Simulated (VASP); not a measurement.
Here is a VASP 6.6.1 calculation.

The input INCAR:

```
SYSTEM = GaAs
  PREC = Accurate
  ENCUT = 520
  EDIFF = 1E-6
  ISMEAR = 0
  SIGMA = 0.02
  LREAL = .FALSE.
  LASPH = .TRUE.
  NELM = 100
  ALGO = Normal
  ISIF = 2
  LWAVE = .FALSE.
  LCHARG = .TRUE.
  GGA = PE
  LELF = .TRUE.
  LVHAR = .TRUE.
  NBANDS = 16
```

The input KPOINTS:

```
Automatic mesh
0
G
  16 16 16
  0 0 0
```

Contents of POSCAR:

```
GaAs
1.0
    0.0000000000      2.8728580485      2.8728580485
    2.8728580485      0.0000000000      2.8728580485
    2.8728580485      2.8728580485      0.0000000000
Ga As
1 1
Direct
    0.0000000000      0.0000000000      0.0000000000
    0.2500000000      0.2500000000      0.2500000000
```

Potentials or basis: VASP PAW PBE potentials, release 64 (Ga_d, As).

Command:

```sh
$ cat potpaw_PBE.64/Ga_d/POTCAR potpaw_PBE.64/As/POTCAR > POTCAR
$ mpirun -np 1 vasp_std > vasp.out
```

(1) What does it give for the pressure?

(2) Estimate the band gap on the k mesh.

## Answers

(1) 0.2 GPa.

(2) 0.16 eV, direct.
